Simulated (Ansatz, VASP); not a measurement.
# One calculation of TaN, two programs

The input INCAR:

```
ALGO     = Normal         # electronic algorithm
EDIFF    = 1E-6           # SCF threshold, eV
EDIFFG   = -0.04          # ionic threshold
ENCUT    = 600            # plane-wave cutoff, eV
GGA      = PE             # functional
IBRION   = 2              # ionic algorithm
ISIF     = 3              # what is computed and relaxed
ISMEAR   = 0              # smearing method
LASPH    = T              # aspherical terms in the spheres
LCHARG   = F              # write CHGCAR
LREAL    = F              # projectors in reciprocal space
LWAVE    = F              # write WAVECAR
NELM     = 100            # most SCF steps
NSW      = 90             # ionic steps
PREC     = Accurate       # precision mode
SIGMA    = 0.1            # smearing width, eV
```

File KPOINTS:

```
k-points
0
Gamma
  6 6 4
```

POSCAR

```
TaN
1.0
    3.0480020400      0.0000000000      0.0000000000
   -1.5240010200      2.6396472000      0.0000000000
    0.0000000000      0.0000000000      4.9180002200
Ta N
2 2
Direct
    0.0000000000      0.0000000000      0.0000000000
    0.0000000000      0.0000000000      0.5000000000
    0.3333333300      0.6666666700      0.2500000000
    0.6666666700      0.3333333300      0.7500000000
```

Input for Ansatz:

```yaml
crystal:
  lattice:
    - [3.04800204, 0.0, 0.0]
    - [-1.52400102, 2.6396472, 0.0]
    - [0.0, 0.0, 4.91800022]
  atoms:
    - { symbol: Ta, position: [0.0, 0.0, 0.0] }
    - { symbol: Ta, position: [0.0, 0.0, 0.5] }
    - { symbol: "N", position: [0.33333333, 0.66666667, 0.25] }
    - { symbol: "N", position: [0.66666667, 0.33333333, 0.75] }
basis:
  ecutwfc: 420
kpoints:
  mp_grid: { grid: [6, 6, 4] }
hamiltonian:
  xc: pbe
scf:
  occupations: { method: gaussian, width: 0.1 }
  lower_state_search: "off"
output:
  forces: true
  stress: true
  eigenvalues: true
relax:
  adjacent_minimum: "off"
  f_tol: 0.04
  max_steps: 70
  cell: { stress_tol: 0.4 }
```

Alike in both runs: task relaxation of cell and atoms; functional PBE; k mesh 6 × 6 × 4; occupations gaussian, width 0.1 eV; no spin polarisation.

|  | VASP | Ansatz |
| --- | --- | --- |
| version | VASP 6.6.1 | Ansatz 0.2.0 |
| potentials or method | VASP PAW PBE potentials, release 64 (Ta_pv, N), cutoff 600 eV | scalar-relativistic, plane waves, PAW |
| valence electrons in the cell | 32 | 36 |

```csv
,VASP,Ansatz,Ansatz less VASP
"gap on the k mesh at the Fermi level, each at its own relaxed structure (eV)",none,none,-
relaxed volume (Å³/atom),10.90,10.89,-0.003
relaxed cell length with the largest relative difference (Å),5.912,5.909,-0.0022
```

A gap of «none» marks a metal or a gap that the smearing closes. VASP's potentials hold 32 valence electrons a cell and Ansatz's 36, so a difference there can come from the potentials and not from the codes.

The k mesh is coarse, so the values compare programs but aren't converged. Neither program's run includes spin-orbit coupling.
